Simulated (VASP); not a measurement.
Write the native input for VASP 6.6.1 that does the following.

| Quantity | Value |
| --- | --- |
| Task | single point |
| Functional | r2SCAN |
| Potentials or basis | VASP PAW PBE potentials, release 64 (Ca_sv) |
| Cutoff | 520 eV |
| k mesh | 15 × 15 × 8 |
| Occupations | gaussian, width 0.15 eV |
| Spin | no spin polarisation |
| Dipole correction | no |
| Further INCAR settings | ALGO = Normal; EDIFF = 1e-06; NBANDS = 17 |

The system is Ca.

```
CELL_PARAMETERS angstrom
4.09217 0.00000 0.00000
-2.04609 3.54392 0.00000
0.00000 0.00000 6.16746
ATOMIC_POSITIONS crystal
Ca 0.33333 0.66667 0.25000
Ca 0.66667 0.33333 0.75000
```

This cell differs from its parent crystal: ratio of the length along z to the lengths across it x 0.92, volume and fractional coordinates fixed.

The input as run:

POSCAR

```
Ca
1.0
    4.0921707234      0.0000000000      0.0000000000
   -2.0460853617      3.5439238031      0.0000000000
    0.0000000000      0.0000000000      6.1674572423
Ca
2
Direct
    0.3333333333      0.6666666667      0.2500000000
    0.6666666667      0.3333333333      0.7500000000
```

INCAR.step1

```
SYSTEM = Ca
PREC = Accurate
ENCUT = 520
ISMEAR = 0
SIGMA = 0.15
LREAL = .False.
LASPH = .True.
NELM = 100
NBANDS = 17
GGA = PE
ALGO = Normal
EDIFF = 1E-4
LWAVE = .True.
LCHARG = .False.
```

INCAR.step2

```
SYSTEM = Ca
PREC = Accurate
ENCUT = 520
EDIFF = 1E-6
ISMEAR = 0
SIGMA = 0.15
LREAL = .False.
LASPH = .True.
NELM = 100
ALGO = Normal
ISIF = 2
LWAVE = .False.
LCHARG = .True.
METAGGA = R2SCAN
LMIXTAU = .True.
LELF = .True.
LVHAR = .True.
NBANDS = 17
ISTART = 1
```

KPOINTS

```
regular mesh
0
Gamma
  15 15 8
  0 0 0
```

Potentials or basis: VASP PAW PBE potentials, release 64 (Ca_sv).

Command:

```console
$ cat potpaw_PBE.64/Ca_sv/POTCAR > POTCAR
$ cp INCAR.step1 INCAR
$ mpirun -np 1 vasp_std > vasp.out
$ cp INCAR.step2 INCAR
$ mpirun -np 1 vasp_std > vasp.out
```

It gave:

| Quantity | Value |
| --- | --- |
| Pressure | -0.3 GPa |
| Band gap on the k mesh | zero (band 10 reaches 2.08 eV, above the bottom of band 11 at 1.43 eV) |

Caveat: the PAW data sets were made with another functional, which shifts forces and pressure a little.

Run time: 5.3 min on 1 thread of Intel(R) Xeon(R) 6975P-C (Granite Rapids), with other jobs on the host, peak memory 0.32 GiB.
